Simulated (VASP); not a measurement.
Set up this calculation in VASP 6.6.1, as the native input.

```
Task                   : single point
Functional             : PBE
Potentials or basis    : VASP PAW PBE potentials, release 64 (Pt, Se)
Cutoff                 : 520 eV
k mesh                 : 10 × 10 × 10
Occupations            : fermi-dirac, width 0.08 eV
Spin                   : no spin polarisation
Dipole correction      : no
Further INCAR settings : ALGO = Normal; EDIFF = 1e-07; NBANDS = 15
```

The structure of PtSe (zincblende type) lies in POSCAR:

```
PtSe
1.0
    0.0000000000      2.8488206804      2.8488206804
    2.8488206804      0.0000000000      2.8488206804
    2.8488206804      2.8488206804      0.0000000000
Pt Se
1 1
Direct
    0.0000000000      0.0000000000      0.0000000000
    0.2500000000      0.2500000000      0.2500000000
```

These files were run (other wordings do the same):

INCAR

```
SYSTEM = PtSe
PREC = Accurate
ENCUT = 520
EDIFF = 1E-7
ISMEAR = -1
SIGMA = 0.08
LREAL = .FALSE.
LASPH = .TRUE.
NELM = 60
ALGO = Normal
ISIF = 2
LWAVE = .FALSE.
LCHARG = .FALSE.
GGA = PE
NBANDS = 15
```

KPOINTS

```
Automatic mesh
0
G
  10 10 10
  0 0 0
```

Potentials or basis: VASP PAW PBE potentials, release 64 (Pt, Se).

Run with:

```console
$ cat potpaw_PBE.64/Pt/POTCAR potpaw_PBE.64/Se/POTCAR > POTCAR
$ mpirun -np 1 vasp_std > vasp.out
```

It gave:

```
Pressure               : 0.0 GPa
Band gap on the k mesh : zero (band 8 reaches 7.37 eV, above the bottom of band 9 at 3.79 eV)
```

Caveat: spin-orbit coupling is left out, which moves the levels of the heavy elements.

Wall time 31 s on 1 thread of Intel(R) Xeon(R) Platinum 8375C CPU @ 2.90GHz (Ice Lake), on a shared host, peak memory 0.19 GiB.
